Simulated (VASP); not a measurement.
Set up this calculation in VASP 6.6.1, as the native input.

```
Task                   : single point
Functional             : PBEsol
Potentials or basis    : VASP PAW PBE potentials, release 64 (Li_sv, O)
Cutoff                 : 750 eV
k mesh                 : 9 × 9 × 9
Occupations            : fermi-dirac, width 0.03 eV
Spin                   : no spin polarisation
Dipole correction      : no
Further INCAR settings : ALGO = Normal; EDIFF = 1e-06; NBANDS = 13
```

The structure of Li2O lies in POSCAR:

```
Li2O
1.0
    0.0000000000      2.3095000000      2.3556900000
    2.3095000000      0.0000000000      2.3556900000
    2.3095000000      2.3095000000      0.0000000000
Li O
2 1
Direct
    0.2500000000      0.2500000000      0.2500000000
    0.7500000000      0.7500000000      0.7500000000
    0.0000000000      0.0000000000      0.0000000000
```

This cell differs from its parent crystal: zz strain of +2 %.

The input as run:

INCAR

```
SYSTEM = Li2O
ALGO = Normal
EDIFF = 1E-6
ENCUT = 750
GGA = PS
GGA_COMPAT = .FALSE.
ISIF = 2
ISMEAR = -1
LASPH = .TRUE.
LCHARG = .FALSE.
LREAL = .FALSE.
LWAVE = .FALSE.
NBANDS = 13
NELM = 120
PREC = Accurate
SIGMA = 0.03
```

KPOINTS

```
k-points
0
G
  9 9 9
  0 0 0
```

Potentials or basis: VASP PAW PBE potentials, release 64 (Li_sv, O).

The run is started by

```bash
$ cat potpaw_PBE.64/Li_sv/POTCAR potpaw_PBE.64/O/POTCAR > POTCAR
$ mpirun -np 1 vasp_std > vasp.out
```

It gave:

```yaml
Pressure: -3.4 GPa
Band_gap_on_the_k_mesh: 4.85 eV, indirect (least direct gap 5.00 eV)
```

Caveat: the cell differs from its parent crystal (zz strain of +2 %); the PAW data sets were made with another functional, which shifts forces and pressure a little.

Wall time 33 s on 1 thread of Intel(R) Xeon(R) Platinum 8259CL CPU @ 2.50GHz (Skylake/Cascade Lake), with other jobs on the host, peak memory 0.18 GiB.
